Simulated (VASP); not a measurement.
A run of VASP 6.6.1:

INCAR

```
SYSTEM = Sr
ALGO = Normal ; EDIFF = 1E-7
EDIFFG = -0.03 ; ENCUT = 600
GGA = PS ; IBRION = 2
ISIF = 3 ; ISMEAR = -1
LASPH = .True. ; LCHARG = .False.
LREAL = .False. ; LWAVE = .False.
NELM = 100 ; NSW = 80
PREC = Accurate ; SIGMA = 0.1
```

File KPOINTS:

```
k-points
0
Gamma
  6 6 6
  0 0 0
```

POSCAR

```
Sr
1.0
    0.0000000000      3.0423500000      3.0423500000
    3.0423500000      0.0000000000      3.0423500000
    3.0423500000      3.0423500000      0.0000000000
Sr
1
Direct
    0.0000000000      0.0000000000      0.0000000000
```

Potentials or basis: VASP PAW PBE potentials, release 64 (Sr_sv).

Run with:

```sh
$ cat potpaw_PBE.64/Sr_sv/POTCAR > POTCAR
$ mpirun -np 1 vasp_std > vasp.out
```

Hardware: 1 thread of Intel(R) Xeon(R) Platinum 8259CL CPU @ 2.50GHz (Skylake/Cascade Lake), on a shared host.

Question: Estimate the wall time of this run.

Answer: It took 31 s on 1 thread of Intel(R) Xeon(R) Platinum 8259CL CPU @ 2.50GHz (Skylake/Cascade Lake) (shared host), peak memory 0.2 GiB. Counts: scf iterations 33, k points 16, ion steps 3.
